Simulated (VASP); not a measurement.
MoS2, 6 atoms in the cell. It takes space group P6_3/mmc (No. 194, hexagonal). Conventional cell: a = 3.169 Å, b = 3.169 Å, c = 12.345 Å, α = 90.00°, β = 90.00°, γ = 120.00°. Mo (site symmetry -6m2) has 6 S at 2.40 Å and 6 Mo at 3.17 Å within 3.2 Å. Within 3.2 Å of S (site symmetry 3m) lie 3 Mo at 2.40 Å and 7 S at 3.11 to 3.17 Å. 

| Item | Value |
| --- | --- |
| Program | VASP 6.6.1 |
| Task | single point |
| Functional | r2SCAN |
| Dispersion | D3(BJ) |
| Potentials or basis | VASP PAW PBE potentials, release 64 (Mo_sv, S) |
| Cutoff | 520 eV |
| k mesh | 12 × 12 × 4 |
| Occupations | gaussian, width 0.02 eV |
| Spin | no spin polarisation |
| Dipole correction | no |
| Further INCAR settings | ALGO = Normal; EDIFF = 1e-06; NBANDS = 35 |

Potentials or basis: VASP PAW PBE potentials, release 64 (Mo_sv, S).

Command:

```sh
$ cat potpaw_PBE.64/Mo_sv/POTCAR potpaw_PBE.64/S/POTCAR > POTCAR
$ cp INCAR.step1 INCAR
$ mpirun -np 1 vasp_std > vasp.out
$ cp INCAR.step2 INCAR
$ mpirun -np 1 vasp_std > vasp.out
```

Hardware: 1 thread of AMD EPYC 9755 128-Core Processor, on a shared host.

Problem. How long does it take, and how much memory?

Solution. Run time: 13 min on 1 thread of AMD EPYC 9755 128-Core Processor (shared host), peak memory 0.31 GiB. Counts: k points 57.
